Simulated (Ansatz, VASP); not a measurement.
**Two plane-wave programs on Zn**

File INCAR:

```
PREC     = Accurate       # precision mode
ENCUT    = 520            # plane-wave cutoff, eV
EDIFF    = 1E-6           # SCF threshold, eV
ISMEAR   = 0              # smearing method
SIGMA    = 0.15           # smearing width, eV
LREAL    = F              # projectors in reciprocal space
LASPH    = T              # aspherical terms in the spheres
NELM     = 80             # most SCF steps
ALGO     = Fast           # electronic algorithm
ISIF     = 2              # what is computed and relaxed
LWAVE    = F              # write WAVECAR
LCHARG   = F              # write CHGCAR
GGA      = PS             # functional
NBANDS   = 19             # bands
```

Contents of KPOINTS:

```
Automatic mesh
0
Gamma
  24 24 12
```

The input POSCAR:

```
Zn
1.0
    2.5814679691      0.0000000000      0.0000000000
   -1.2907339845      2.2356168403      0.0000000000
    0.0000000000      0.0000000000      5.2712145846
Zn
2
Direct
    0.3333333333      0.6666666667      0.2500000000
    0.6666666667      0.3333333333      0.7500000000
```

Input for Ansatz:

```yaml
crystal:
  lattice:
    - [2.5814679691, 0.0, 0.0]
    - [-1.2907339845, 2.2356168403, 0.0]
    - [0.0, 0.0, 5.2712145846]
  atoms:
    - { symbol: Zn, position: [0.3333333333, 0.6666666667, 0.25] }
    - { symbol: Zn, position: [0.6666666667, 0.3333333333, 0.75] }
basis:
  ecutwfc: 420
kpoints:
  mp_grid: { grid: [24, 24, 12] }
hamiltonian:
  xc: pbesol
scf:
  occupations: { method: gaussian, width: 0.15 }
output:
  forces: true
  stress: true
  eigenvalues: true
```

Alike in both runs: task single point; functional PBEsol; k mesh 24 × 24 × 12; occupations gaussian, width 0.15 eV; no spin polarisation.

```csv
,VASP,Ansatz
version,VASP 6.6.1,Ansatz 0.2.0
potentials or method,"VASP PAW PBE potentials, release 64 (Zn), cutoff 520 eV","scalar-relativistic, plane waves, PAW"
valence electrons in the cell,24,24
```

```csv
,VASP,Ansatz,Ansatz less VASP
gap on the k mesh at the Fermi level (eV),none,none,-
pressure (GPa),-2.0,-2.7,-0.69
"traceless stress, the component that is largest in VASP (GPa)",-1.83,-1.61,+0.222
```

VASP's potentials were made for PBE, not for PBEsol. A gap of «none» marks a metal or a gap that the smearing closes.
